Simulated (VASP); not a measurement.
Here is a VASP 6.6.1 calculation.

File INCAR:

```
ALGO = Normal
EDIFF = 1E-6
ENCUT = 520
GGA = PE
ISIF = 2
ISMEAR = 0
LASPH = True
LCHARG = True
LELF = True
LREAL = False
LVHAR = True
LWAVE = False
NBANDS = 11
NELM = 100
PREC = Accurate
SIGMA = 0.05
```

Contents of KPOINTS:

```
k-points
0
Gamma
  10 10 10
```

The input POSCAR:

```
MgO
1.0
    0.0000000000      2.1269229054      2.1269229054
    2.1269229054      0.0000000000      2.1269229054
    2.1269229054      2.1269229054      0.0000000000
Mg O
1 1
Direct
    0.0117540697     -0.0117540697      0.0117540697
    0.5000000000      0.5000000000      0.5000000000
```

Potentials or basis: VASP PAW PBE potentials, release 64 (Mg, O).

The run is started by

```bash
$ cat potpaw_PBE.64/Mg/POTCAR potpaw_PBE.64/O/POTCAR > POTCAR
$ mpirun -np 1 vasp_std > vasp.out
```

Problem. What does it give for the largest force?

Solution. 0.244 eV/Å.

Problem. Estimate the pressure.

Solution. -0.5 GPa.

Problem. What does it give for the band gap on the k mesh?

Solution. 4.44 eV, direct.

Stress tensor (GPa, compression positive):
```
-0.82  0.00  0.00
 0.00 -0.01  0.00
 0.00  0.00 -0.82
```

Caveat: the cell differs from its parent crystal (all Mg atoms moved +0.050 Å, as atom 1 along Cartesian [0 1 0]).
